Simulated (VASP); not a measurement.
# ScSn3Se (Pm-3m) in VASP: a series of runs, part 2 of 2

VASP 6.6.1.

### 3 Single point, PBE

This run uses another cell than the first one, of 34.13 Å³/atom.

INCAR reads:

```
SYSTEM = ScSn3Se
  PREC = Accurate
  ENCUT = 520
  EDIFF = 1E-7
  ISMEAR = 0
  SIGMA = 0.1
  LREAL = .FALSE.
  LASPH = .TRUE.
  NELM = 100
  ALGO = Normal
  ISIF = 2
  LWAVE = .FALSE.
  LCHARG = .FALSE.
  GGA = PE
  NBANDS = 38
```

KPOINTS reads:

```
regular mesh
0
G
  4 4 4
  0 0 0
```

POSCAR reads:

```
ScSn3Se
1.0
    5.5467907374      0.0000000000      0.0000000000
    0.0000000000      5.5467907374      0.0000000000
    0.0000000000      0.0000000000      5.5467907374
Sc Sn Se
1 3 1
Direct
    0.5000000000      0.5000000000      0.5000000000
    0.0000000000      0.5000000000      0.5000000000
    0.5000000000      0.0000000000      0.5000000000
    0.5000000000      0.5000000000      0.0000000000
    0.0000000000      0.0000000000      0.0000000000
```

Potentials or basis: VASP PAW PBE potentials, release 64 (Sc_sv, Sn_d, Se).

On the command line:

```bash
cat potpaw_PBE.64/Sc_sv/POTCAR potpaw_PBE.64/Sn_d/POTCAR potpaw_PBE.64/Se/POTCAR > POTCAR
mpirun -np 1 vasp_std > vasp.out
```

OUTCAR:

```text
SYSTEM = ScSn3Se
   PREC = Accurate
   ENCUT = 520
   EDIFF = 1E-7
   ISMEAR = 0
   LREAL = .FALSE.
   LASPH = .TRUE.
   NELM = 100
   ISIF = 2
   GGA = PE

 ion  position               nearest neighbor table
   1  0.500  0.500  0.500-   2 2.77   3 2.77   4 2.77   4 2.77   3 2.77   2 2.77
   2  0.000  0.500  0.500-   1 2.77   1 2.77
   3  0.500  0.000  0.500-   1 2.77   1 2.77
   4  0.500  0.500  0.000-   1 2.77   1 2.77
   5  0.000  0.000  0.000-

  LATTYP: Found a simple cubic cell.
 ALAT       =     5.5467907374

  Lattice vectors:

 A1 = (   5.5467907374,   0.0000000000,   0.0000000000)
 A2 = (   0.0000000000,   5.5467907374,   0.0000000000)
 A3 = (   0.0000000000,   0.0000000000,   5.5467907374)

Analysis of symmetry for initial positions (statically):
=====================================================================
 Subroutine PRICEL returns:
 Original cell was already a primitive cell.

 Routine SETGRP: Setting up the symmetry group for a
 simple cubic supercell.

 Subroutine GETGRP returns: Found 48 space group operations
 (whereof 48 operations were pure point group operations)
 out of a pool of 48 trial point group operations.

[... 157 lines left out ...]
 cond. band min:       3.3666006551   @ k =   0.0000   0.0000   0.0000
 fundamental gap:      0.0438126659
 Fermi energy:         3.3410624414

 k-point     1 :       0.0000    0.0000    0.0000
  band No.  band energies     occupation
      1     -45.0926      2.00000
      2     -23.8209      2.00000
      3     -23.8209      2.00000
      4     -23.8209      2.00000
      5     -17.8484      2.00000
      6     -17.8484      2.00000
[... 399 lines left out ...]
     37       7.3536      0.00000
     38       7.3536      0.00000

------------------------ aborting loop because EDIFF is reached ----------------------------------------

  FORCE on cell =-STRESS in cart. coord.  units (eV):
  Direction    XX          YY          ZZ          XY          YZ          ZX
  --------------------------------------------------------------------------------------
  -------------------------------------------------------------------------------------
  Total        0.2183790      0.2183790      0.2183790     -0.0000000     -0.0000000     -0.0000000
  in kB        2.0501990      2.0501990      2.0501990     -0.0000000     -0.0000000     -0.0000000
  external PRESSURE =       2.0501990 kB  Pullay stress =       0.0000000 kB

 VOLUME and BASIS-vectors are now :
 -----------------------------------------------------------------------------
  energy-cutoff  :      520.00
  volume of cell :      170.66
      direct lattice vectors                 reciprocal lattice vectors
     5.546790737  0.000000000  0.000000000     0.180284429  0.000000000  0.000000000
     0.000000000  5.546790737  0.000000000     0.000000000  0.180284429  0.000000000
     0.000000000  0.000000000  5.546790737     0.000000000  0.000000000  0.180284429

 POSITION                                       TOTAL-FORCE (eV/Angst)
 -----------------------------------------------------------------------------------
      2.77340      2.77340      2.77340         0.000000      0.000000      0.000000
      0.00000      2.77340      2.77340         0.000000      0.000000      0.000000
      2.77340      0.00000      2.77340         0.000000      0.000000      0.000000
      2.77340      2.77340      0.00000         0.000000      0.000000      0.000000
      0.00000      0.00000      0.00000         0.000000      0.000000      0.000000
 -----------------------------------------------------------------------------------
    total drift:                                0.000000     -0.000000     -0.000000

  FREE ENERGIE OF THE ION-ELECTRON SYSTEM (eV)
  ---------------------------------------------------
  free  energy   TOTEN  =       -19.0395705048 eV

  energy  without entropy=      -19.0044661768  energy(sigma->0) =      -19.02201834
```

Wall time 44 s (1 thread of Intel Xeon Platinum 8488C (Sapphire Rapids), shared host); peak memory 0.29 GiB.

What came out:

- Free energy: -19.0396 eV
- Pressure: 0.2 GPa
- Band gap on the k mesh: zero (an odd number of electrons rules out a gap without spin polarisation)

Caveat: spin-orbit coupling is left out, which moves the levels of the heavy elements.

### 4 Single point, PBE

This run uses another cell than the first one, of 34.44 Å³/atom.

INCAR reads:

```
SYSTEM = ScSn3Se
ALGO     = Normal         ! electronic algorithm
EDIFF    = 1E-6           ! SCF threshold, eV
ENCUT    = 520            ! plane-wave cutoff, eV
GGA      = PE             ! functional
ISIF     = 2              ! what is computed and relaxed
ISMEAR   = 0              ! smearing method
LASPH    = .True.         ! aspherical terms in the spheres
LCHARG   = .True.         ! write CHGCAR
LELF     = .True.         ! ELF
LREAL    = .False.        ! projectors in reciprocal space
LVHAR    = .True.       
LWAVE    = .False.        ! write WAVECAR
NBANDS   = 38             ! bands
NELM     = 80             ! most SCF steps
PREC     = Accurate       ! precision mode
SIGMA    = 0.1            ! smearing width, eV
```

KPOINTS reads:

```
k-points
0
Gamma
  8 8 8
  0 0 0
```

POSCAR: that of step 3 with these lines changed.

```diff
@@ -2,5 +2,5 @@
 1.0
-    5.5467907374      0.0000000000      0.0000000000
-    0.0000000000      5.5467907374      0.0000000000
-    0.0000000000      0.0000000000      5.5467907374
+    5.5633819764      0.0000000000      0.0000000000
+    0.0000000000      5.5633819764      0.0000000000
+    0.0000000000      0.0000000000      5.5633819764
 Sc Sn Se
```

On the command line:

```bash
cat potpaw_PBE.64/Sc_sv/POTCAR potpaw_PBE.64/Sn_d/POTCAR potpaw_PBE.64/Se/POTCAR > POTCAR
mpirun -np 1 vasp_std > vasp.out
```

Wall time 2.1 min (1 thread of Intel Xeon Platinum 8488C (Sapphire Rapids), shared host); peak memory 0.4 GiB.

The run converged. Its results:

| Item | Value |
| --- | --- |
| Free energy | -19.0584 eV |
| Pressure | 0.0 GPa |
| Band gap on the k mesh | zero (an odd number of electrons rules out a gap without spin polarisation) |

Levels at points of the mesh, in eV from the Fermi level:
```
           k point  band 26  band 27  band 28  band 29  band 30  band 31  band 32  band 33
(0.00, 0.00, 0.00)    -2.19     0.01     0.01     0.01     1.87     1.87     1.87     1.88
(0.50, 0.00, 0.00)    -0.97    -0.85    -0.85    -0.84     0.72     0.72     0.88     0.89
(0.50, 0.50, 0.00)    -1.34    -1.34    -1.10    -0.16    -0.08    -0.08     0.05     2.01
(0.50, 0.50, 0.50)    -2.74    -2.74    -0.15    -0.15     0.59     0.59     0.59     3.94
```

Caveat: spin-orbit coupling is left out, which moves the levels of the heavy elements.

### 5 Relaxation of cell and atoms, PBE

INCAR reads:

```
  ALGO = Normal
  EDIFF = 1E-7
  EDIFFG = -0.04
  ENCUT = 600
  GGA = PE
  IBRION = 2
  ISIF = 3
  ISMEAR = 0
  LASPH = True
  LCHARG = False
  LREAL = False
  LWAVE = False
  NELM = 80
  NSW = 90
  PREC = Accurate
  SIGMA = 0.1
```

KPOINTS reads:

```
k-points
0
Gamma
  4 4 4
```

POSCAR: that of step 4 with these lines changed.

```diff
@@ -2,5 +2,5 @@
 1.0
-    5.5633819764      0.0000000000      0.0000000000
-    0.0000000000      5.5633819764      0.0000000000
-    0.0000000000      0.0000000000      5.5633819764
+    5.4014580400      0.0000000000      0.0000000000
+    0.0000000000      5.4014580400      0.0000000000
+    0.0000000000      0.0000000000      5.4014580400
 Sc Sn Se
```

On the command line:

```bash
cat potpaw_PBE.64/Sc_sv/POTCAR potpaw_PBE.64/Sn_d/POTCAR potpaw_PBE.64/Se/POTCAR > POTCAR
mpirun -np 1 vasp_std > vasp.out
```

Run time: 2.1 min. Hardware: 1 thread of Intel Xeon Platinum 8488C (Sapphire Rapids), shared host; peak memory 0.37 GiB.

It converged, with:

* Free energy: -19.0392 eV
* Relaxed volume: 34.36 Å³/atom
* Relaxed cell: a = 5.559 Å, b = 5.559 Å, c = 5.559 Å, α = 90.00°, β = 90.00°, γ = 90.00°
* Space group after relaxing (to 0.1 Å): Pm-3m (No. 221)
* Energy gained by relaxing: 27.1 meV/atom
* Ionic steps: 3
* Pressure after relaxing: 0.0 GPa
* Band gap on the k mesh: zero (an odd number of electrons rules out a gap without spin polarisation)

Step by step:
```tsv
step	energy change (eV)	largest force (eV/Å)	pressure (GPa)	volume (Å³)
1	0.0000	0.0000	3.31	157.59
2	-0.1348	0.0000	-0.19	172.92
3	-0.1355	0.0000	0.01	171.82
```

Final structure:
```
Sc Sn Se
1.0
     5.55937    0.00000    0.00000
     0.00000    5.55937    0.00000
     0.00000    0.00000    5.55937
Sc Sn Se
1 3 1
Direct
  0.50000 0.50000 0.50000
  0.00000 0.50000 0.50000
  0.50000 0.00000 0.50000
  0.50000 0.50000 0.00000
  0.00000 0.00000 0.00000
```

Levels at points of the mesh, in eV from the Fermi level:
```tsv
k point	band 26	band 27	band 28	band 29	band 30	band 31	band 32	band 33
(0.00, 0.00, 0.00)	-2.19	0.02	0.02	0.02	1.88	1.88	1.88	1.90
(0.50, 0.00, 0.00)	-0.97	-0.84	-0.84	-0.83	0.73	0.73	0.90	0.91
(0.50, 0.50, 0.00)	-1.33	-1.33	-1.10	-0.15	-0.06	-0.06	0.07	2.03
(0.50, 0.50, 0.50)	-2.74	-2.74	-0.14	-0.14	0.60	0.60	0.60	3.96
```

Caveat: spin-orbit coupling is left out, which moves the levels of the heavy elements.

### 6 The runs side by side

```tsv
task	cell	k mesh	cutoff (eV)	gap on the mesh (eV)	pressure (GPa)
single point	a = 5.401 Å, 5 atoms	4 × 4 × 4	520	none	3.3
single point	a = 5.547 Å, 5 atoms	4 × 4 × 4	520	none	0.2
single point	a = 5.563 Å, 5 atoms	8 × 8 × 8	520	none	0.0
relaxation of cell and atoms	relaxed from a = 5.401 Å, 5 atoms	4 × 4 × 4	600	none	0.0
```

Alike in all rows: level PBE; potentials or basis VASP PAW PBE potentials, release 64 (Sc_sv, Sn_d, Se); no spin polarisation; smearing gaussian 0.1 eV.

Caveats: spin-orbit coupling is left out, which moves the levels of the heavy elements; the cell stands under pressure (at least some runs).

Total energies depend on the potentials used, so only differences within one code and one set of settings carry meaning.
